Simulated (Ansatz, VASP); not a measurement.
**Li2O in VASP and in Ansatz**

The input INCAR:

```
PREC = Accurate ; ENCUT = 750
EDIFF = 1E-6 ; ISMEAR = 0
SIGMA = 0.05 ; LREAL = F
LASPH = T ; NELM = 120
ALGO = Normal ; ISIF = 2
LWAVE = F ; LCHARG = F
GGA = PE ; NBANDS = 13
GGA_COMPAT = F
```

KPOINTS

```
Automatic mesh
0
Gamma
  8 8 8
```

POSCAR

```
Li2O
1.0
    0.0000000000      2.3095000000      2.2402150000
    2.3095000000      0.0000000000      2.2402150000
    2.3095000000      2.3095000000      0.0000000000
Li O
2 1
Direct
    0.2500000000      0.2500000000      0.2500000000
    0.7500000000      0.7500000000      0.7500000000
    0.0000000000      0.0000000000      0.0000000000
```

Input for Ansatz:

```yaml
crystal:
  lattice:
    - [0.0, 2.3095, 2.240215]
    - [2.3095, 0.0, 2.240215]
    - [2.3095, 2.3095, 0.0]
  atoms:
    - { symbol: Li, position: [0.25, 0.25, 0.25] }
    - { symbol: Li, position: [0.75, 0.75, 0.75] }
    - { symbol: O, position: [0.0, 0.0, 0.0] }
basis:
  ecutwfc: 420
kpoints:
  mp_grid: { grid: [8, 8, 8] }
hamiltonian:
  xc: pbe
scf:
  occupations: { method: gaussian, width: 0.05 }
output:
  forces: true
  stress: true
  eigenvalues: true
  write_density: true
  write_potential: true
  elf: true
  volumetric_format: npy
```

Change from the starting cell: strain +0.000 along x and y, -0.030 along z, atoms carried along.

Alike in both runs: task single point; functional PBE; k mesh 8 × 8 × 8; occupations gaussian, width 0.05 eV; no spin polarisation.

```csv
,VASP,Ansatz
version,VASP 6.6.1,Ansatz 0.2.0
potentials or method,"VASP PAW PBE potentials, release 64 (Li_sv, O), cutoff 750 eV","scalar-relativistic, plane waves, PAW"
valence electrons in the cell,12,12
```

Ansatz gave:

* gap on the k mesh at the Fermi level (eV): 4.93
* least direct gap on the mesh (eV): 5.44
* pressure (GPa): 3.0
* traceless stress, the component that is largest in VASP (GPa): 3.79

Question: Which values does VASP return?

Answer: gap on the k mesh at the Fermi level (eV): 4.92; least direct gap on the mesh (eV): 5.44; pressure (GPa): 2.7; traceless stress, the component that is largest in VASP (GPa): 3.78.

With one functional, cell and mesh, what is left measures potentials, basis and numerics.
